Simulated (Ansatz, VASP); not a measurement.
LiF in VASP and in Ansatz

```
Li F
1.0
     3.03009    0.00000    0.00000
    -1.51505    2.62414    0.00000
     0.00000    0.00000    4.65902
Li F
2 2
Direct
  0.33333 0.66667 0.37462
  0.66667 0.33333 0.87462
  0.33333 0.66667 0.99102
  0.66667 0.33333 0.49102
```

Alike in both runs: task single point; functional LDA; k mesh 9 × 9 × 6; occupations gaussian, width 0.05 eV; no spin polarisation.

|  | VASP | Ansatz |
| --- | --- | --- |
| version | VASP 6.6.1 | Ansatz 0.2.0 |
| potentials or method | VASP PAW LDA potentials, release 64 (Li_sv, F), cutoff 520 eV | scalar-relativistic, plane waves, PAW |
| valence electrons in the cell | 20 | 20 |

VASP gave:

| Property | Result |
| --- | --- |
| gap on the k mesh at the Fermi level (eV) | 7.87 |
| least direct gap on the mesh (eV) | 7.87 |
| rms of the force components (eV/Å) | 0.104 |

Which values does Ansatz return?

gap on the k mesh at the Fermi level (eV): 7.88; least direct gap on the mesh (eV): 7.88; rms of the force components (eV/Å): 0.101.

LDA's correlation is that of Perdew and Zunger in VASP and of Perdew and Wang (1992) in Ansatz. Atom by atom the forces differ by 0.002 eV/Å (rms over components).

Noted on VASP's run: the cutoff is under 1.25 times that of the potentials, so the pressure is a little rough.
